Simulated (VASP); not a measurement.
# Nb2C3 (R-3m) in VASP: single point with PBE

Aim: the single point of Nb2C3 with PBE.

All numbers are computed with VASP 6.6.1; they aren't measurements. Logs are shortened: lines on timing, memory, paths and dates and some standing lists are left out, and cuts for length are marked.

**1. The cell of the first run**

It takes space group R-3m (No. 166, trigonal). The conventional cell has a = 3.201 Å, b = 3.201 Å, c = 24.328 Å, α = 90.00°, β = 90.00°, γ = 120.00°. Nb (site symmetry 3m) has 6 C at 2.12 to 2.28 Å within 2.8 Å. C (site symmetry -3m) has 6 Nb at 2.28 Å and 12 C at 3.00 to 3.20 Å within 3.3 Å. Within 2.8 Å of C (site symmetry 3m) lie 3 Nb at 2.12 Å.

**2. Single point, PBE**

The input, INCAR:

```
ALGO = Normal
EDIFF = 1E-6
ENCUT = 600
GGA = PE
GGA_COMPAT = F
ISIF = 2
ISMEAR = 0
LASPH = T
LCHARG = F
LREAL = F
LWAVE = F
NBANDS = 27
NELM = 120
PREC = Accurate
SIGMA = 0.1
```

The input, KPOINTS:

```
k-points
0
Gamma
  12 12 12
```

The input, POSCAR:

```
Nb2C3
1.0
    1.6007191394      0.9241756260      8.1093290483
   -1.6007191394      0.9241756260      8.1093290483
    0.0000000000     -1.8483512521      8.1093290483
Nb C
2 3
Direct
    0.3881025374      0.3881025374      0.3881025374
    0.6118974626      0.6118974626      0.6118974626
    0.0000000000      0.0000000000      0.0000000000
    0.2359846876      0.2359846876      0.2359846876
    0.7640153124      0.7640153124      0.7640153124
```

Potentials or basis: VASP PAW PBE potentials, release 64 (Nb_sv, C).

Command:

```bash
$ cat potpaw_PBE.64/Nb_sv/POTCAR potpaw_PBE.64/C/POTCAR > POTCAR
$ mpirun -np 1 vasp_std > vasp.out
```

OUTCAR:

```text
EDIFF = 1E-6
   ENCUT = 600
   GGA = PE
   ISIF = 2
   ISMEAR = 0
   LASPH = T
   LREAL = F
   NELM = 120
   PREC = Accurate

 ion  position               nearest neighbor table
   1  0.388  0.388  0.388-   5 2.12   5 2.12   5 2.12   3 2.28   3 2.28   3 2.28
   2  0.612  0.612  0.612-   4 2.12   4 2.12   4 2.12   3 2.28   3 2.28   3 2.28
   3  0.000  0.000  0.000-   2 2.28   1 2.28   2 2.28   2 2.28   1 2.28   1 2.28
   4  0.236  0.236  0.236-   2 2.12   2 2.12   2 2.12
   5  0.764  0.764  0.764-   1 2.12   1 2.12   1 2.12

  LATTYP: Found a trigonal (rhomboedric) cell.
 ALAT       =     8.3173084567
 COS(alpha) =     0.9259210778

  Lattice vectors:

 A1 = (   1.6007191394,   0.9241756260,   8.1093290483)
 A2 = (  -1.6007191394,   0.9241756260,   8.1093290483)
 A3 = (   0.0000000000,  -1.8483512521,   8.1093290483)

Analysis of symmetry for initial positions (statically):
=====================================================================
 Subroutine PRICEL returns:
 Original cell was already a primitive cell.

 Routine SETGRP: Setting up the symmetry group for a
 trigonal (rhombohedral) supercell.

 Subroutine GETGRP returns: Found 12 space group operations
 (whereof 12 operations were pure point group operations)
 out of a pool of 12 trial point group operations.

The static configuration has the point symmetry D_3d.

Analysis of symmetry for dynamics (positions and initial velocities):
=====================================================================
 Subroutine PRICEL returns:
 Original cell was already a primitive cell.

 Routine SETGRP: Setting up the symmetry group for a
 trigonal (rhombohedral) supercell.

 Subroutine GETGRP returns: Found 12 space group operations
 (whereof 12 operations were pure point group operations)
 out of a pool of 12 trial point group operations.

The dynamic configuration has the point symmetry D_3d.

 Subroutine INISYM returns: Found 12 space group operations
 (whereof 12 operations are pure point group operations),
 and found     1 'primitive' translations

----------------------------------------------------------------------------------------

                                     Primitive cell

  volume of cell :      71.9790

  direct lattice vectors                    reciprocal lattice vectors
     1.600719139  0.924175626  8.109329048     0.312359606  0.180340903  0.041104921
    -1.600719139  0.924175626  8.109329048    -0.312359606  0.180340903  0.041104921
     0.000000000 -1.848351252  8.109329048     0.000000000 -0.360681805  0.041104921

  length of vectors
     8.317308457  8.317308457  8.317308457     0.363016500  0.363016500  0.363016500

  position of ions in fractional coordinates (direct lattice)
     0.388102537  0.388102537  0.388102537
     0.611897463  0.611897463  0.611897463
     0.000000000  0.000000000  0.000000000
     0.235984688  0.235984688  0.235984688
     0.764015312  0.764015312  0.764015312

  ion indices of the primitive-cell ions
   primitive index   ion index
                 1           1
                 2           2
                 3           3
                 4           4
                 5           5

----------------------------------------------------------------------------------------

 KPOINTS: k-points

Automatic generation of k-mesh.
 Grid dimensions read from file:
 generate k-points for:   12   12   12

 Generating k-lattice:

  Cartesian coordinates                     Fractional coordinates (reciprocal lattice)
     0.026029967  0.015028409  0.003425410     0.083333333  0.000000000  0.000000000
    -0.026029967  0.015028409  0.003425410     0.000000000  0.083333333  0.000000000
     0.000000000 -0.030056817  0.003425410     0.000000000  0.000000000  0.083333333

  Length of vectors
     0.030251375  0.030251375  0.030251375

  Shift w.r.t. Gamma in fractional coordinates (k-lattice)
     0.000000000  0.000000000  0.000000000

 Subroutine IBZKPT returns following result:
 ===========================================

 Found    189 irreducible k-points:

 Following reciprocal coordinates:
            Coordinates               Weight
  0.000000  0.000000  0.000000      1.000000
  0.083333  0.000000  0.000000      6.000000
  0.166667  0.000000  0.000000      6.000000
  0.250000  0.000000  0.000000      6.000000
  0.333333  0.000000  0.000000      6.000000
  0.416667  0.000000 -0.000000      6.000000
[... 16 lines left out ...]
  0.500000  0.166667  0.000000     12.000000
 -0.416667  0.166667  0.000000     12.000000
 [... further k-points ...]
   k-points           NKPTS =    189   k-points in BZ     NKDIM =    189   number of bands    NBANDS=     27
   number of dos      NEDOS =    301   number of ions     NIONS =      5
   total plane-waves  NPLWV = 343000
   dimension x,y,z NGX =    70 NGY =   70 NGZ =   70
   dimension x,y,z NGXF=   140 NGYF=  140 NGZF=  140
   ions per type =               2   3
   NGX,Y,Z   is equivalent  to a cutoff of  13.99, 13.99, 13.99 a.u.
   NGXF,Y,Z  is equivalent  to a cutoff of  27.98, 27.98, 27.98 a.u.
 SYSTEM =  unknown system
   PREC   = accura    normal or accurate (medium, high low for compatibility)
   ISTART =      0    job   : 0-new  1-cont  2-samecut
   ICHARG =      2    charge: 1-file 2-atom 10-const
   ISPIN  =      1    spin polarized calculation?
   LNONCOLLINEAR =      F non collinear calculations
   LSORBIT =      F    spin-orbit coupling
   LASPH  =      T    aspherical Exc in radial PAW
   ENCUT  =  600.0 eV  44.10 Ry    6.64 a.u.  16.61 16.61 16.61*2*pi/ulx,y,z
   NELM   =    120;   NELMIN=  2; NELMDL= -5     # of ELM steps
   EDIFF  = 0.1E-05   stopping-criterion for ELM
   LREAL  =      F    real-space projection
   EDIFFG = 0.1E-04   stopping-criterion for IOM
   NSW    =      0    number of steps for IOM
   IBRION =     -1    ionic relax: 0-MD 1-quasi-New 2-CG
   NFREE  =      0    steps in history (QN), initial steepest desc. (CG)
   ISIF   =      2    stress and relaxation
   ISYM   =      2    0-nonsym 1-usesym 2-fastsym
   POTIM  = 0.5000    time-step for ionic-motion
   TEBEG  =    0.0;   TEEND  =   0.0 temperature during run
   PSTRESS=    0.0 pullay stress
   NELECT =      38.0000    total number of electrons
   NUPDOWN=      -1.0000    fix difference up-down
   EMIN   =  10.00;   EMAX   =-10.00  energy-range for DOS
   EFERMI =   0.00;   METHOD = LEGACY
   ISMEAR =     0;   SIGMA  =   0.10  broadening in eV -4-tet -1-fermi 0-gaus
   EFERMI_NEDOS =   21; number of points for ismear=-14 and -15
   IALGO  =     38    algorithm
   IMIX   =      4    mixing-type and parameters
     AMIX     =   0.40;   BMIX     =  1.00
     AMIX_MAG =   1.60;   BMIX_MAG =  1.00
  volume/ion in A,a.u.               =      14.40        97.15
  Fermi-wavevector in a.u.,A,eV,Ry     =   1.323125  2.500343 23.819159  1.750659
  Thomas-Fermi vector in A             =   2.452756
   LORBIT       =      0    0 simple, 1 ext, 2 COOP (PROOUT), +10 PAW based schemes
   GGA     = PE    functional components
   LHFCALC =     F    Hartree Fock is set to
   AEXX    =    0.0000 exact exchange contribution
   IVDW    =     0    specifies the selected vdW correction
   LEPSILON=     F    determine dielectric tensor
   LRPA    =     F    only Hartree local field effects (RPA)
 non-spin polarized calculation
 Gauss-broadening in eV      SIGMA  =   0.10
  energy-cutoff  :      600.00
  volume of cell :       71.98
 maximum number of plane-waves:      2430
 NGX is ok and might be reduce to    70
   NGX = 33   NGY = 33   NGZ = 33

 number of electron      38.0000000 magnetization

 Free energy of the ion-electron system (eV)
  ---------------------------------------------------
  ext. energy  EPLUGINS =         0.00000000
  ---------------------------------------------------
  free energy    TOTEN  =       -44.19689430 eV

  energy without entropy =      -44.17637046  energy(sigma->0) =      -44.18663238

 E-fermi :   5.9196     XC(G=0): -10.6929

 val. band max:        5.9178643530   @ k =  -0.3333  -0.4167   0.0833
 cond. band min:       5.9244813946   @ k =  -0.4167   0.0833   0.0833
 fundamental gap:      0.0066170416
 Fermi energy:         5.9196278445

 k-point     1 :       0.0000    0.0000    0.0000
  band No.  band energies     occupation
      1     -48.8126      2.00000
      2     -48.7732      2.00000
      3     -25.0946      2.00000
      4     -24.7512      2.00000
      5     -24.6660      2.00000
      6     -24.6660      2.00000
[... 19 lines left out ...]
     26      11.0402      0.00000
     27      12.4114      0.00000

 k-point     2 :       0.0833    0.0000    0.0000
  band No.  band energies     occupation
      1     -48.8078      2.00000
      2     -48.7696      2.00000
      3     -25.0836      2.00000
      4     -24.7634      2.00000
      5     -24.6948      2.00000
      6     -24.6778      2.00000
[... 19 lines left out ...]
     26      10.8346      0.00000
     27      12.4504      0.00000

 k-point     3 :       0.1667    0.0000    0.0000
  band No.  band energies     occupation
      1     -48.7946      2.00000
      2     -48.7599      2.00000
      3     -25.0549      2.00000
      4     -24.8489      2.00000
      5     -24.7821      2.00000
      6     -24.7168      2.00000
[... 19 lines left out ...]
     26      10.3872      0.00000
     27      12.4958      0.00000

 k-point     4 :       0.2500    0.0000    0.0000
  band No.  band energies     occupation
      1     -48.7762      2.00000
      2     -48.7468      2.00000
      3     -25.0408      2.00000
      4     -24.9886      2.00000
      5     -24.9016      2.00000
      6     -24.7486      2.00000
[... 19 lines left out ...]
     26      10.2040      0.00000
     27      12.3968      0.00000

 k-point     5 :       0.3333    0.0000    0.0000
  band No.  band energies     occupation
      1     -48.7570      2.00000
      2     -48.7343      2.00000
      3     -25.1558      2.00000
      4     -25.1004      2.00000
      5     -24.9112      2.00000
      6     -24.7873      2.00000
[... 19 lines left out ...]
     26      10.2941      0.00000
     27      12.2560      0.00000

 k-point     6 :       0.4167    0.0000   -0.0000
  band No.  band energies     occupation
      1     -48.7422      2.00000
      2     -48.7260      2.00000
      3     -25.2620      2.00000
      4     -25.1951      2.00000
      5     -24.8725      2.00000
      6     -24.8150      2.00000
[... 444 lines left out ...]
      1     -48.7667      2.00000
      2     -48.7404      2.00000
      3     -25.0552      2.00000
      4     -25.0248      2.00000
      5     -24.9227      2.00000
      6     -24.7813      2.00000
[... 19 lines left out ...]
     26      10.2582      0.00000
     27      12.2523      0.00000

 k-point    22 :       0.4167    0.1667   -0.0000
  band No.  band energies     occupation
      1     -48.7498      2.00000
      2     -48.7300      2.00000
      3     -25.1426      2.00000
      4     -25.1110      2.00000
      5     -24.9038      2.00000
      6     -24.8401      2.00000
[... 19 lines left out ...]
     26      10.0575      0.00000
     27      12.4167      0.00000

 k-point    23 :       0.5000    0.1667    0.0000
  band No.  band energies     occupation
      1     -48.7364      2.00000
      2     -48.7233      2.00000
      3     -25.2193      2.00000
      4     -25.1663      2.00000
      5     -24.9116      2.00000
      6     -24.8619      2.00000
[... 19 lines left out ...]
     26      10.0060      0.00000
     27      12.3895      0.00000

 k-point    24 :      -0.4167    0.1667    0.0000
  band No.  band energies     occupation
      1     -48.7309      2.00000
      2     -48.7214      2.00000
      3     -25.2475      2.00000
      4     -25.1858      2.00000
      5     -24.9283      2.00000
      6     -24.8665      2.00000
[... 19 lines left out ...]
     26       9.9843      0.00000
     27      12.4177      0.00000

 [... further k-points ...]
[... 5 lines left out ...]
  --------------------------------------------------------------------------------------
  -------------------------------------------------------------------------------------
  Total       -0.1783011     -0.1783011     -0.1134615     -0.0000000      0.0000000      0.0000000
  in kB       -3.9687955     -3.9687955     -2.5255350     -0.0000000      0.0000000      0.0000000
  external PRESSURE =      -3.4877086 kB  Pullay stress =       0.0000000 kB

 VOLUME and BASIS-vectors are now :
 -----------------------------------------------------------------------------
  energy-cutoff  :      600.00
  volume of cell :       71.98
      direct lattice vectors                 reciprocal lattice vectors
     1.600719139  0.924175626  8.109329048     0.312359606  0.180340903  0.041104921
    -1.600719139  0.924175626  8.109329048    -0.312359606  0.180340903  0.041104921
     0.000000000 -1.848351252  8.109329048     0.000000000 -0.360681805  0.041104921

 POSITION                                       TOTAL-FORCE (eV/Angst)
 -----------------------------------------------------------------------------------
      0.00000     -0.00000      9.44175         0.000000      0.000000     -0.007764
      0.00000     -0.00000     14.88623         0.000000     -0.000000      0.007764
      0.00000      0.00000      0.00000        -0.000000      0.000000     -0.000000
      0.00000     -0.00000      5.74103         0.000000     -0.000000      0.013474
      0.00000     -0.00000     18.58695         0.000000      0.000000     -0.013474
 -----------------------------------------------------------------------------------
    total drift:                                0.000000      0.000000     -0.000000

  FREE ENERGIE OF THE ION-ELECTRON SYSTEM (eV)
  ---------------------------------------------------
  free  energy   TOTEN  =       -44.1968943022 eV

  energy  without entropy=      -44.1763704625  energy(sigma->0) =      -44.18663238
```

It took 73 min on 1 thread of Oxide Virtual Turin-like, shared host; peak memory 0.85 GiB.

Results:

```
Free energy            : -44.1969 eV
Pressure               : -0.3 GPa
Largest force          : 0.013 eV/Å
Band gap on the k mesh : zero (bands 19 and 20 overlap by 0.98 eV)
```

Forces on the atoms (eV/Å):
```
Nb   0.000  0.000 -0.008
Nb   0.000  0.000  0.008
C    0.000  0.000  0.000
C    0.000  0.000  0.013
C    0.000  0.000 -0.013
```

Stress tensor (GPa, compression positive):
```
-0.40  0.00  0.00
 0.00 -0.40  0.00
 0.00  0.00 -0.25
```
